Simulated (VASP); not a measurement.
A run of VASP 6.6.1 is set up as follows.

The input INCAR:

```
SYSTEM = Si
PREC = Accurate
ENCUT = 520
EDIFF = 1E-7
ISMEAR = -1
SIGMA = 0.05
LREAL = .FALSE.
LASPH = .TRUE.
NELM = 80
ALGO = Normal
ISIF = 2
LWAVE = .FALSE.
LCHARG = .FALSE.
GGA = PE
NBANDS = 16
```

Contents of KPOINTS:

```
regular mesh
0
G
  8 8 4
  0 0 0
```

File POSCAR:

```
Si
1.0
    3.8566911633      0.0000000000      0.0000000000
   -1.9283455817      3.3399925220      0.0000000000
    0.0000000000      0.0000000000      6.3745611165
Si
4
Direct
    0.6666666667      0.3333333333      0.9369905000
    0.3333333333      0.6666666667      0.4369905000
    0.6666666667      0.3333333333      0.5630095000
    0.3333333333      0.6666666667      0.0630095000
```

Potentials or basis: VASP PAW PBE potentials, release 64 (Si).

Run with:

```console
$ cat potpaw_PBE.64/Si/POTCAR > POTCAR
$ mpirun -np 1 vasp_std > vasp.out
```

(1) Predict the largest force.

(2) Predict the pressure.

(3) Estimate the band gap on the k mesh.

Answers

(1) 0.015 eV/Å.

(2) -0.4 GPa.

(3) 0.46 eV, indirect (least direct gap 0.98 eV).
